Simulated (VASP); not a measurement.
# HfC (Fm-3m) in VASP: a series of runs

HfC is run at these levels: r2SCAN; tasks: single point.

Program: VASP 6.6.1. These are calculated values, not measurements. Logs are shortened: lines on timing, memory, paths and dates and some standing lists are left out, and cuts for length are marked.

### 1 The cell of the first run

It takes space group Fm-3m (No. 225, cubic). Conventional cell: a = 4.652 Å, b = 4.652 Å, c = 4.652 Å, α = 90.00°, β = 90.00°, γ = 90.00°. Hf (site symmetry m-3m) has 6 C at 2.33 Å within 3.1 Å. Within 3.1 Å of C (site symmetry m-3m) lie 6 Hf at 2.33 Å.

### 2 Single point, r2SCAN

The input, POSCAR:

```
HfC
1.0
    0.0000000000      2.3258553908      2.3258553908
    2.3258553908      0.0000000000      2.3258553908
    2.3258553908      2.3258553908      0.0000000000
Hf C
1 1
Direct
    0.5000000000      0.5000000000      0.5000000000
    0.0000000000      0.0000000000      0.0000000000
```

The input, INCAR.step1:

```
PREC = Accurate
ENCUT = 520
ISMEAR = 0
SIGMA = 0.05
LREAL = False
LASPH = True
NELM = 80
NBANDS = 14
GGA = PE
ALGO = Normal
EDIFF = 1E-4
LWAVE = True
LCHARG = False
```

The input, INCAR.step2:

```
PREC = Accurate
ENCUT = 520
EDIFF = 1E-7
ISMEAR = 0
SIGMA = 0.05
LREAL = False
LASPH = True
NELM = 80
ALGO = Normal
ISIF = 2
LWAVE = False
LCHARG = False
METAGGA = R2SCAN
LMIXTAU = True
NBANDS = 14
ISTART = 1
```

The input, KPOINTS:

```
Automatic mesh
0
Gamma
  12 12 12
```

Potentials or basis: VASP PAW PBE potentials, release 64 (Hf_pv, C).

The run is started by

```console
$ cat potpaw_PBE.64/Hf_pv/POTCAR potpaw_PBE.64/C/POTCAR > POTCAR
$ cp INCAR.step1 INCAR
$ mpirun -np 1 vasp_std > vasp.out
$ cp INCAR.step2 INCAR
$ mpirun -np 1 vasp_std > vasp.out
```

OUTCAR:

```text
PREC = Accurate
   ENCUT = 520
   EDIFF = 1E-7
   ISMEAR = 0
   LREAL = False
   LASPH = True
   NELM = 80
   ISIF = 2
   METAGGA = R2SCAN
   ISTART = 1

 ion  position               nearest neighbor table
   1  0.500  0.500  0.500-   2 2.33   2 2.33   2 2.33   2 2.33   2 2.33   2 2.33
   2  0.000  0.000  0.000-   1 2.33   1 2.33   1 2.33   1 2.33   1 2.33   1 2.33

  LATTYP: Found a face centered cubic cell.
 ALAT       =     4.6517107816

  Lattice vectors:

 A1 = (   0.0000000000,   2.3258553908,   2.3258553908)
 A2 = (   2.3258553908,   0.0000000000,   2.3258553908)
 A3 = (   2.3258553908,   2.3258553908,   0.0000000000)

Analysis of symmetry for initial positions (statically):
=====================================================================
 Subroutine PRICEL returns:
 Original cell was already a primitive cell.

 Routine SETGRP: Setting up the symmetry group for a
 face centered cubic supercell.

 Subroutine GETGRP returns: Found 48 space group operations
 (whereof 48 operations were pure point group operations)
 out of a pool of 48 trial point group operations.

The static configuration has the point symmetry O_h .

Analysis of symmetry for dynamics (positions and initial velocities):
=====================================================================
 Subroutine PRICEL returns:
 Original cell was already a primitive cell.

 Routine SETGRP: Setting up the symmetry group for a
 face centered cubic supercell.

 Subroutine GETGRP returns: Found 48 space group operations
 (whereof 48 operations were pure point group operations)
 out of a pool of 48 trial point group operations.

The dynamic configuration has the point symmetry O_h .

 Subroutine INISYM returns: Found 48 space group operations
 (whereof 48 operations are pure point group operations),
 and found     1 'primitive' translations

----------------------------------------------------------------------------------------

                                     Primitive cell

  volume of cell :      25.1639

  direct lattice vectors                    reciprocal lattice vectors
     0.000000000  2.325855391  2.325855391    -0.214974672  0.214974672  0.214974672
     2.325855391  0.000000000  2.325855391     0.214974672 -0.214974672  0.214974672
     2.325855391  2.325855391  0.000000000     0.214974672  0.214974672 -0.214974672

  length of vectors
     3.289256238  3.289256238  3.289256238     0.372347054  0.372347054  0.372347054

  position of ions in fractional coordinates (direct lattice)
     0.500000000  0.500000000  0.500000000
     0.000000000  0.000000000  0.000000000

  ion indices of the primitive-cell ions
   primitive index   ion index
                 1           1
                 2           2

----------------------------------------------------------------------------------------

 KPOINTS: Automatic mesh

Automatic generation of k-mesh.
 Grid dimensions read from file:
 generate k-points for:   12   12   12

 Generating k-lattice:

  Cartesian coordinates                     Fractional coordinates (reciprocal lattice)
    -0.017914556  0.017914556  0.017914556     0.083333333  0.000000000  0.000000000
     0.017914556 -0.017914556  0.017914556     0.000000000  0.083333333  0.000000000
     0.017914556  0.017914556 -0.017914556     0.000000000  0.000000000  0.083333333

  Length of vectors
     0.031028921  0.031028921  0.031028921

  Shift w.r.t. Gamma in fractional coordinates (k-lattice)
     0.000000000  0.000000000  0.000000000

 Subroutine IBZKPT returns following result:
 ===========================================

 Found     72 irreducible k-points:

 Following reciprocal coordinates:
            Coordinates               Weight
  0.000000  0.000000  0.000000      1.000000
  0.083333  0.000000  0.000000      8.000000
  0.166667  0.000000  0.000000      8.000000
  0.250000  0.000000  0.000000      8.000000
  0.333333  0.000000  0.000000      8.000000
  0.416667  0.000000  0.000000      8.000000
[... 16 lines left out ...]
  0.500000  0.166667  0.000000     24.000000
 -0.416667  0.166667  0.000000     24.000000
 [... further k-points ...]
   k-points           NKPTS =     72   k-points in BZ     NKDIM =     72   number of bands    NBANDS=     14
   number of dos      NEDOS =    301   number of ions     NIONS =      2
   total plane-waves  NPLWV =  13824
   dimension x,y,z NGX =    24 NGY =   24 NGZ =   24
   dimension x,y,z NGXF=    48 NGYF=   48 NGZF=   48
   ions per type =               1   1
   NGX,Y,Z   is equivalent  to a cutoff of  12.13, 12.13, 12.13 a.u.
   NGXF,Y,Z  is equivalent  to a cutoff of  24.26, 24.26, 24.26 a.u.
 SYSTEM =  unknown system
   PREC   = accura    normal or accurate (medium, high low for compatibility)
   ISTART =      1    job   : 0-new  1-cont  2-samecut
   ICHARG =      0    charge: 1-file 2-atom 10-const
   ISPIN  =      1    spin polarized calculation?
   LNONCOLLINEAR =      F non collinear calculations
   LSORBIT =      F    spin-orbit coupling
   LASPH  =      T    aspherical Exc in radial PAW
   ENCUT  =  520.0 eV  38.22 Ry    6.18 a.u.   6.12  6.12  6.12*2*pi/ulx,y,z
   NELM   =     80;   NELMIN=  2; NELMDL=  0     # of ELM steps
   EDIFF  = 0.1E-06   stopping-criterion for ELM
   LREAL  =      F    real-space projection
   EDIFFG = 0.1E-05   stopping-criterion for IOM
   NSW    =      0    number of steps for IOM
   IBRION =     -1    ionic relax: 0-MD 1-quasi-New 2-CG
   NFREE  =      0    steps in history (QN), initial steepest desc. (CG)
   ISIF   =      2    stress and relaxation
   ISYM   =      2    0-nonsym 1-usesym 2-fastsym
   POTIM  = 0.5000    time-step for ionic-motion
   TEBEG  =    0.0;   TEEND  =   0.0 temperature during run
   PSTRESS=    0.0 pullay stress
   NELECT =      14.0000    total number of electrons
   NUPDOWN=      -1.0000    fix difference up-down
   EMIN   =  10.00;   EMAX   =-10.00  energy-range for DOS
   EFERMI =   0.00;   METHOD = LEGACY
   ISMEAR =     0;   SIGMA  =   0.05  broadening in eV -4-tet -1-fermi 0-gaus
   EFERMI_NEDOS =   21; number of points for ismear=-14 and -15
   IALGO  =     38    algorithm
   IMIX   =      4    mixing-type and parameters
     AMIX     =   0.40;   BMIX     =  1.00
     AMIX_MAG =   1.60;   BMIX_MAG =  1.00
  volume/ion in A,a.u.               =      12.58        84.91
  Fermi-wavevector in a.u.,A,eV,Ry     =   1.346454  2.544429 24.666518  1.812938
  Thomas-Fermi vector in A             =   2.474284
   LORBIT       =      0    0 simple, 1 ext, 2 COOP (PROOUT), +10 PAW based schemes
   METAGGA = R2SCAN    functional components
   LHFCALC =     F    Hartree Fock is set to
   AEXX    =    0.0000 exact exchange contribution
   IVDW    =     0    specifies the selected vdW correction
   LEPSILON=     F    determine dielectric tensor
   LRPA    =     F    only Hartree local field effects (RPA)
 non-spin polarized calculation
 Gauss-broadening in eV      SIGMA  =   0.05
  energy-cutoff  :      520.00
  volume of cell :       25.16
 maximum number of plane-waves:       700
   NGX = 13   NGY = 13   NGZ = 13

 number of electron      14.0000000 magnetization

 Free energy of the ion-electron system (eV)
  ---------------------------------------------------
  ext. energy  EPLUGINS =         0.00000000
  ---------------------------------------------------
  free energy    TOTEN  =       -57.33986316 eV

  energy without entropy =      -57.33931669  energy(sigma->0) =      -57.33958993

 E-fermi :   5.9590     XC(G=0): -13.0968

 val. band max:        5.8241778159   @ k =   0.0833   0.0000   0.0000
 cond. band min:       5.9798024233   @ k =   0.5000   0.4167   0.0000
 fundamental gap:      0.1556246073
 Fermi energy:         5.9590476637

 k-point     1 :       0.0000    0.0000    0.0000
  band No.  band energies     occupation
      1     -24.8725      2.00000
      2     -24.8725      2.00000
      3     -24.8724      2.00000
      4      -7.1438      2.00000
      5       6.8892      0.00000
      6       6.8892      0.00000
      7       6.8892      0.00000
      8       7.5195      0.00000
      9       7.5195      0.00000
     10       7.5195      0.00000
     11       9.4245      0.00000
     12       9.4245      0.00000
     13      13.3366      0.00000
     14      17.6472      0.00000

 k-point     2 :       0.0833    0.0000    0.0000
  band No.  band energies     occupation
      1     -24.9213      2.00000
      2     -24.8769      2.00000
      3     -24.8769      2.00000
      4      -6.9669      2.00000
      5       5.8242      1.99986
      6       6.1086      0.00002
      7       6.1086      0.00002
      8       7.8285      0.00000
      9       7.8285      0.00000
     10       8.1452      0.00000
     11      10.2716      0.00000
     12      10.2716      0.00000
     13      13.7448      0.00000
     14      18.1414      0.00000

 k-point     3 :       0.1667    0.0000    0.0000
  band No.  band energies     occupation
      1     -25.0524      2.00000
      2     -24.8891      2.00000
      3     -24.8891      2.00000
      4      -6.4613      2.00000
      5       4.2897      2.00000
      6       4.9946      2.00000
      7       4.9946      2.00000
      8       8.3866      0.00000
      9       8.3866      0.00000
     10       8.6643      0.00000
     11      11.9215      0.00000
     12      11.9215      0.00000
     13      14.7013      0.00000
     14      18.6248      0.00000
[... 324 lines left out ...]
 k-point    23 :       0.5000    0.1667    0.0000
  band No.  band energies     occupation
      1     -25.4797      2.00000
      2     -25.0390      2.00000
      3     -24.9803      2.00000
      4      -3.9839      2.00000
      5       0.5071      2.00000
      6       2.8983      2.00000
      7       3.2987      2.00000
      8       9.2385      0.00000
      9      11.8073      0.00000
     10      12.1228      0.00000
     11      14.7814      0.00000
     12      15.7680      0.00000
     13      17.6701      0.00000
     14      18.6221      0.00000

 k-point    24 :      -0.4167    0.1667    0.0000
  band No.  band energies     occupation
      1     -25.4866      2.00000
      2     -25.0623      2.00000
      3     -24.9636      2.00000
      4      -3.8117      2.00000
      5       0.2956      2.00000
      6       2.9459      2.00000
      7       3.0320      2.00000
      8      10.4268      0.00000
      9      11.2307      0.00000
     10      11.4839      0.00000
     11      14.9391      0.00000
     12      16.3988      0.00000
     13      17.2313      0.00000
     14      18.6234      0.00000

 [... further k-points ...]

------------------------ aborting loop because EDIFF is reached ----------------------------------------

  FORCE on cell =-STRESS in cart. coord.  units (eV):
  Direction    XX          YY          ZZ          XY          YZ          ZX
  --------------------------------------------------------------------------------------
  -------------------------------------------------------------------------------------
  Total       -0.4414054     -0.4414054     -0.4414054      0.0000000      0.0000000     -0.0000000
  in kB      -28.1041289    -28.1041289    -28.1041289      0.0000000      0.0000000     -0.0000000
  external PRESSURE =     -28.1041289 kB  Pullay stress =       0.0000000 kB

 VOLUME and BASIS-vectors are now :
 -----------------------------------------------------------------------------
  energy-cutoff  :      520.00
  volume of cell :       25.16
      direct lattice vectors                 reciprocal lattice vectors
     0.000000000  2.325855391  2.325855391    -0.214974672  0.214974672  0.214974672
     2.325855391  0.000000000  2.325855391     0.214974672 -0.214974672  0.214974672
     2.325855391  2.325855391  0.000000000     0.214974672  0.214974672 -0.214974672

 POSITION                                       TOTAL-FORCE (eV/Angst)
 -----------------------------------------------------------------------------------
      2.32586      2.32586      2.32586         0.000000      0.000000     -0.000000
      0.00000      0.00000      0.00000        -0.000000      0.000000      0.000000
 -----------------------------------------------------------------------------------
    total drift:                                0.000000     -0.000000      0.000000

  FREE ENERGIE OF THE ION-ELECTRON SYSTEM (eV)
  ---------------------------------------------------
  free  energy   TOTEN  =       -57.3398631588 eV

  energy  without entropy=      -57.3393166913  energy(sigma->0) =      -57.33958993
```

It took 42 s on 1 thread of Intel Xeon Platinum 8559C (Emerald Rapids), shared host; peak memory 0.16 GiB.

Results:

```yaml
Free_energy: -57.3399 eV
Pressure: -2.8 GPa
Band_gap_on_the_k_mesh: zero (band 7 reaches 6.89 eV, above the bottom of band 8 at 5.46 eV)
```

Levels at points of the mesh, in eV from the Fermi level:
| k point | band 3 | band 4 | band 5 | band 6 | band 7 | band 8 | band 9 | band 10 | band 11 | band 12 |
| --- | --- | --- | --- | --- | --- | --- | --- | --- | --- | --- |
| (0.00, 0.00, 0.00) | -30.83 | -13.10 | 0.93 | 0.93 | 0.93 | 1.56 | 1.56 | 1.56 | 3.47 | 3.47 |
| (0.50, 0.00, 0.00) | -30.90 | -9.37 | -6.39 | -3.22 | -3.22 | 5.57 | 5.57 | 6.12 | 6.90 | 11.83 |
| (0.50, 0.50, 0.00) | -31.06 | -11.23 | -2.88 | -1.69 | -0.25 | -0.25 | 5.39 | 6.99 | 6.99 | 9.04 |

Caveat: the PAW data sets were made with another functional, which shifts forces and pressure a little; spin-orbit coupling is left out, which moves the levels of the heavy elements.

### 3 Single point, r2SCAN

This run uses another cell than the first one, of 12.49 Å³/atom, 0.993 times its volume.

The input, POSCAR:

```
HfC
1.0
    0.0000000000      2.3203429225      2.3203429225
    2.3203429225      0.0000000000      2.3203429225
    2.3203429225      2.3203429225      0.0000000000
Hf C
1 1
Direct
    0.5000000000      0.5000000000      0.5000000000
    0.0000000000      0.0000000000      0.0000000000
```

The input, INCAR.step1:

```
SYSTEM = HfC
PREC = Accurate
ENCUT = 520
ISMEAR = 0
SIGMA = 0.05
LREAL = .False.
LASPH = .True.
NELM = 80
NBANDS = 14
GGA = PE
ALGO = Normal
EDIFF = 1E-4
LWAVE = .True.
LCHARG = .False.
```

The input, INCAR.step2:

```
SYSTEM = HfC
PREC = Accurate
ENCUT = 520
EDIFF = 1E-6
ISMEAR = 0
SIGMA = 0.05
LREAL = .False.
LASPH = .True.
NELM = 80
ALGO = Normal
ISIF = 2
LWAVE = .False.
LCHARG = .True.
METAGGA = R2SCAN
LMIXTAU = .True.
LELF = .True.
LVHAR = .True.
NBANDS = 14
ISTART = 1
```

The input, KPOINTS:

```
regular mesh
0
Gamma
  12 12 12
  0 0 0
```

Potentials or basis: VASP PAW PBE potentials, release 64 (Hf_pv, C).

The run is started by

```console
$ cat potpaw_PBE.64/Hf_pv/POTCAR potpaw_PBE.64/C/POTCAR > POTCAR
$ cp INCAR.step1 INCAR
$ mpirun -np 1 vasp_std > vasp.out
$ cp INCAR.step2 INCAR
$ mpirun -np 1 vasp_std > vasp.out
```

Run time: 38 s. Hardware: 1 thread of Intel Xeon Platinum 8559C (Emerald Rapids), shared host; peak memory 0.16 GiB.

Results (log left out):

* Free energy: -57.3419 eV
* Pressure: -1.1 GPa
* Band gap on the k mesh: zero (band 7 reaches 6.95 eV, above the bottom of band 8 at 5.52 eV)

Levels at points of the mesh, in eV from the Fermi level:
```csv
k point,band 5,band 6,band 7,band 8,band 9,band 10
"(0.00, 0.00, 0.00)",0.93,0.93,0.93,1.56,1.56,1.56
"(0.50, 0.00, 0.00)",-6.42,-3.24,-3.24,5.61,5.61,6.16
"(0.50, 0.50, 0.00)",-2.88,-1.71,-0.25,-0.25,5.43,7.04
```

Caveat: the PAW data sets were made with another functional, which shifts forces and pressure a little; spin-orbit coupling is left out, which moves the levels of the heavy elements.

### 4 Single point, r2SCAN

This run uses another cell than the first one, of 12.49 Å³/atom, 0.993 times its volume.

POSCAR is that of step 3.

The input, INCAR.step1:

```
  PREC = Accurate
  ENCUT = 520
  ISMEAR = 0
  SIGMA = 0.05
  LREAL = False
  LASPH = True
  NELM = 80
  NBANDS = 14
  GGA = PE
  ALGO = Normal
  EDIFF = 1E-4
  LWAVE = True
  LCHARG = False
```

The input, INCAR.step2:

```
  PREC = Accurate
  ENCUT = 520
  EDIFF = 1E-6
  ISMEAR = 0
  SIGMA = 0.05
  LREAL = False
  LASPH = True
  NELM = 80
  ALGO = Normal
  ISIF = 2
  LWAVE = False
  LCHARG = False
  METAGGA = R2SCAN
  LMIXTAU = True
  NBANDS = 14
  ISTART = 1
```

The input, KPOINTS:

```
Automatic mesh
0
Gamma
  12 12 12
```

The run is started by

```console
$ cat potpaw_PBE.64/Hf_pv/POTCAR potpaw_PBE.64/C/POTCAR > POTCAR
$ cp INCAR.step1 INCAR
$ mpirun -np 1 vasp_std > vasp.out
$ cp INCAR.step2 INCAR
$ mpirun -np 1 vasp_std > vasp.out
```

Wall time 38 s (1 thread of Intel Xeon Platinum 8559C (Emerald Rapids), shared host); peak memory 0.16 GiB.

Results (log left out):

- Free energy: -57.3419 eV
- Pressure: -1.1 GPa
- Band gap on the k mesh: zero (band 7 reaches 6.95 eV, above the bottom of band 8 at 5.52 eV)

Levels at points of the mesh, in eV from the Fermi level:
```tsv
k point	band 5	band 6	band 7	band 8	band 9	band 10
(0.00, 0.00, 0.00)	0.93	0.93	0.93	1.56	1.56	1.56
(0.50, 0.00, 0.00)	-6.42	-3.24	-3.24	5.61	5.61	6.16
(0.50, 0.50, 0.00)	-2.88	-1.71	-0.25	-0.25	5.43	7.04
```

Caveat: the PAW data sets were made with another functional, which shifts forces and pressure a little; spin-orbit coupling is left out, which moves the levels of the heavy elements.

### 5 Single point, r2SCAN

This run uses another cell than the first one, of 12.49 Å³/atom, 0.993 times its volume.

POSCAR is that of step 4.

The input, INCAR.step1:

```
SYSTEM = HfC
  ALGO = Normal
  EDIFF = 1E-4
  ENCUT = 520
  GGA = PE
  ISMEAR = -5
  LASPH = .True.
  LCHARG = .False.
  LREAL = .False.
  LWAVE = .True.
  NBANDS = 14
  NELM = 100
  PREC = Accurate
  SIGMA = 0.1
```

The input, INCAR.step2:

```
SYSTEM = HfC
  ALGO = Normal
  EDIFF = 1E-6
  ENCUT = 520
  ISIF = 2
  ISMEAR = -5
  ISTART = 1
  LASPH = .True.
  LCHARG = .True.
  LELF = .True.
  LMIXTAU = .True.
  LREAL = .False.
  LVHAR = .True.
  LWAVE = .False.
  METAGGA = R2SCAN
  NBANDS = 14
  NELM = 100
  PREC = Accurate
  SIGMA = 0.1
```

The input, KPOINTS:

```
k-points
0
Gamma
  12 12 12
  0 0 0
```

The run is started by

```console
$ cat potpaw_PBE.64/Hf_pv/POTCAR potpaw_PBE.64/C/POTCAR > POTCAR
$ cp INCAR.step1 INCAR
$ mpirun -np 1 vasp_std > vasp.out
$ cp INCAR.step2 INCAR
$ mpirun -np 1 vasp_std > vasp.out
```

It took 33 s on 1 thread of Intel Xeon Platinum 8559C (Emerald Rapids), shared host; peak memory 0.16 GiB.

It converged, with:

```yaml
Free_energy: -57.3415 eV
Pressure: -1.0 GPa
Band_gap_on_the_k_mesh: zero (band 7 reaches 6.95 eV, above the bottom of band 8 at 5.52 eV)
```

Levels at points of the mesh, in eV from the Fermi level:
| k point | band 5 | band 6 | band 7 | band 8 | band 9 | band 10 |
| --- | --- | --- | --- | --- | --- | --- |
| (0.00, 0.00, 0.00) | 0.97 | 0.97 | 0.97 | 1.59 | 1.59 | 1.59 |
| (0.50, 0.00, 0.00) | -6.39 | -3.21 | -3.21 | 5.64 | 5.64 | 6.19 |
| (0.50, 0.50, 0.00) | -2.84 | -1.68 | -0.21 | -0.21 | 5.46 | 7.07 |

Caveat: the PAW data sets were made with another functional, which shifts forces and pressure a little; spin-orbit coupling is left out, which moves the levels of the heavy elements; tetrahedron occupations give inexact forces and stress in metals.

[end of part 1 of 2]
